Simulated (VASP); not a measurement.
Write the native input for VASP 6.6.1 that does the following.

```yaml
Task: relaxation of shape and atoms at fixed volume
Functional: LDA
Potentials_or_basis: VASP PAW LDA potentials, release 64 (Li_sv, Pt)
Cutoff: 600 eV
k_mesh: 12 × 12 × 16
Occupations: fermi-dirac, width 0.15 eV
Spin: no spin polarisation
Dipole_correction: no
Further_INCAR_settings: ALGO = Normal; EDIFF = 1e-06; IBRION = 2; EDIFFG = -0.001; NSW = 80; ISIF = 4
```

The structure of Li2Pt lies in POSCAR:

```
Li2Pt
1.0
    4.1199368688      0.0000000000      0.0000000000
   -2.0599684344      3.5679699904      0.0000000000
    0.0000000000      0.0000000000      2.6309235235
Li Pt
2 1
Direct
    0.3333333333      0.6666666667      0.5000000000
    0.6666666667      0.3333333333      0.5000000000
    0.0000000000      0.0000000000      0.0000000000
```

These files were run (other wordings do the same):

INCAR

```
SYSTEM = Li2Pt
ALGO = Normal ; EDIFF = 1E-6
EDIFFG = -0.001 ; ENCUT = 600
GGA = CA ; IBRION = 2
ISIF = 4 ; ISMEAR = -1
LASPH = .TRUE. ; LCHARG = .FALSE.
LREAL = .FALSE. ; LWAVE = .FALSE.
NELM = 100 ; NSW = 80
PREC = Accurate ; SIGMA = 0.15
```

KPOINTS

```
k-points
0
G
  12 12 16
  0 0 0
```

Potentials or basis: VASP PAW LDA potentials, release 64 (Li_sv, Pt).

Command:

```bash
$ cat potpaw_LDA.64/Li_sv/POTCAR potpaw_LDA.64/Pt/POTCAR > POTCAR
$ mpirun -np 1 vasp_std > vasp.out
```

It gave:

```yaml
Energy_gained_by_relaxing: 0.1 meV/atom
Ionic_steps: 3
Pressure_after_relaxing: -1.4 GPa
Band_gap_on_the_k_mesh: zero (bands 8 and 9 overlap by 1.85 eV)
```

Caveat: the cutoff is under 1.25 times the usual one of these potentials, so pressure, stress and relaxed cells hold a basis-set (Pulay) error; spin-orbit coupling is left out, which moves the levels of the heavy elements.

Run time: 3.3 min on 1 thread of Intel(R) Xeon(R) Platinum 8259CL CPU @ 2.50GHz (Skylake/Cascade Lake), on a shared host, peak memory 0.24 GiB.
